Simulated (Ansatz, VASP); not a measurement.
**MgO in VASP and in Ansatz**

POSCAR

```
MgO
1.0
    3.4840796602      0.0000000000      0.0000000000
   -1.7420398301      3.0173014945      0.0000000000
    0.0000000000      0.0000000000      4.1853171886
Mg O
2 2
Direct
    0.6666666667      0.3333333333      0.7500000000
    0.3333333333      0.6666666667      0.2500000000
    0.6666666667      0.3333333333      0.2500000000
    0.3333333333      0.6666666667      0.7500000000
```

The input INCAR.step1:

```
  PREC = Accurate
  ENCUT = 520
  ISMEAR = 0
  SIGMA = 0.01
  LREAL = False
  LASPH = True
  NELM = 60
  NBANDS = 16
  GGA = PE
  ALGO = Normal
  EDIFF = 1E-4
  LWAVE = True
  LCHARG = False
```

File INCAR.step2:

```
  PREC = Accurate
  ENCUT = 520
  EDIFF = 1E-6
  ISMEAR = 0
  SIGMA = 0.01
  LREAL = False
  LASPH = True
  NELM = 60
  ALGO = Normal
  ISIF = 2
  LWAVE = False
  LCHARG = True
  METAGGA = R2SCAN
  LMIXTAU = True
  LELF = True
  LVHAR = True
  NBANDS = 16
  ISTART = 1
```

The input KPOINTS:

```
Automatic mesh
0
Gamma
  9 9 6
```

Input for Ansatz:

```yaml
crystal:
  lattice:
    - [3.4840796602, 0.0, 0.0]
    - [-1.7420398301, 3.0173014945, 0.0]
    - [0.0, 0.0, 4.1853171886]
  atoms:
    - { symbol: Mg, position: [0.6666666667, 0.3333333333, 0.75] }
    - { symbol: Mg, position: [0.3333333333, 0.6666666667, 0.25] }
    - { symbol: O, position: [0.6666666667, 0.3333333333, 0.25] }
    - { symbol: O, position: [0.3333333333, 0.6666666667, 0.75] }
kpoints:
  mp_grid: { grid: [9, 9, 6] }
hamiltonian:
  xc: r2scan
scf:
  occupations: { method: fixed }
  n_extra_bands: 5
output:
  forces: true
  stress: true
  eigenvalues: true
```

Alike in both runs: task single point; functional r2SCAN; k mesh 9 × 9 × 6; no spin polarisation.

```csv
,VASP,Ansatz
version,VASP 6.6.1,Ansatz 0.2.0
potentials or method,"VASP PAW PBE potentials, release 64 (Mg, O)","plane waves, PAW"
plane-wave cutoff (eV),520,500
occupations,"gaussian, width 0.01 eV",fixed
valence electrons in the cell,16,32
```

```tsv
	VASP	Ansatz	Ansatz less VASP
gap on the k mesh at the Fermi level (eV)	4.08	4.09	+0.014
pressure (GPa)	-0.8	0.0	+0.80
traceless stress, the component that is largest in VASP (GPa)	-0.20	-0.01	+0.189
```

VASP's potentials were made for PBE, not for r2SCAN. VASP's potentials hold 16 valence electrons a cell and Ansatz's 32, so a difference there can come from the potentials and not from the codes.
